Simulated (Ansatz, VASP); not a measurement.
**BN in VASP and in Ansatz**

POSCAR

```
BN
1.0
    0.0000000000      1.8232337647      1.8232337647
    1.8232337647      0.0000000000      1.8232337647
    1.8232337647      1.8232337647      0.0000000000
B N
1 1
Direct
    0.0000000000      0.0000000000      0.0000000000
    0.2500000000      0.2500000000      0.2500000000
```

INCAR.step1

```
PREC     = Accurate       # precision mode
ENCUT    = 1460           # plane-wave cutoff, eV
ISMEAR   = 0              # smearing method
SIGMA    = 0.01           # smearing width, eV
LREAL    = F              # projectors in reciprocal space
LASPH    = T              # aspherical terms in the spheres
NELM     = 120            # most SCF steps
NBANDS   = 11             # bands
GGA      = PE             # functional
ALGO     = Normal         # electronic algorithm
EDIFF    = 1E-5           # SCF threshold, eV
LWAVE    = T              # write WAVECAR
LCHARG   = F              # write CHGCAR
GGA_COMPAT= F
```

INCAR.step2

```
PREC     = Accurate       # precision mode
ENCUT    = 1460           # plane-wave cutoff, eV
EDIFF    = 1E-6           # SCF threshold, eV
ISMEAR   = 0              # smearing method
SIGMA    = 0.01           # smearing width, eV
LREAL    = F              # projectors in reciprocal space
LASPH    = T              # aspherical terms in the spheres
NELM     = 120            # most SCF steps
ALGO     = Normal         # electronic algorithm
ISIF     = 2              # what is computed and relaxed
LWAVE    = F              # write WAVECAR
LCHARG   = F              # write CHGCAR
METAGGA  = R2SCAN         # meta-GGA
LMIXTAU  = T            
NBANDS   = 11             # bands
ISTART   = 1            
GGA_COMPAT= F
```

Contents of KPOINTS:

```
regular mesh
0
Gamma
  12 12 12
```

Input for Ansatz:

```yaml
crystal:
  lattice:
    - [0.0, 1.8232337647, 1.8232337647]
    - [1.8232337647, 0.0, 1.8232337647]
    - [1.8232337647, 1.8232337647, 0.0]
  atoms:
    - { symbol: B, position: [0.0, 0.0, 0.0] }
    - { symbol: "N", position: [0.25, 0.25, 0.25] }
kpoints:
  mp_grid: { grid: [12, 12, 12] }
  band_path:
    path:
      - [0.0, 0.0, 0.0]
      - [-0.5, -0.5, 0.0]
      - [-0.375, -0.375, 0.25]
      - [-0.375, 0.0, 0.375]
      - [0.0, 0.0, 0.5]
      - [-0.5, -0.25, 0.25]
      - [0.0, 0.5, 0.5]
    npoints: 1
hamiltonian:
  xc: r2scan
scf:
  occupations: { method: fixed }
  n_extra_bands: 4
output:
  forces: true
  stress: true
  eigenvalues: true
```

Change from the starting cell: hydrostatic strain +1.0%.

Alike in both runs: task single point; functional r2SCAN; k mesh 12 × 12 × 12; no spin polarisation.

|  | VASP | Ansatz |
| --- | --- | --- |
| version | VASP 6.6.1 | Ansatz 0.2.0 |
| potentials or method | VASP PAW PBE potentials, release 64 (B_h, N_h) | plane waves, PAW |
| plane-wave cutoff (eV) | 1460 | 500 |
| occupations | gaussian, width 0.01 eV | fixed |
| valence electrons in the cell | 8 | 8 |

```csv
,VASP,Ansatz,Ansatz less VASP
gap on the k mesh at the Fermi level (eV),4.96,4.96,+0.005
pressure (GPa),-11.7,-11.3,+0.41
```

VASP's potentials were made for PBE, not for r2SCAN.
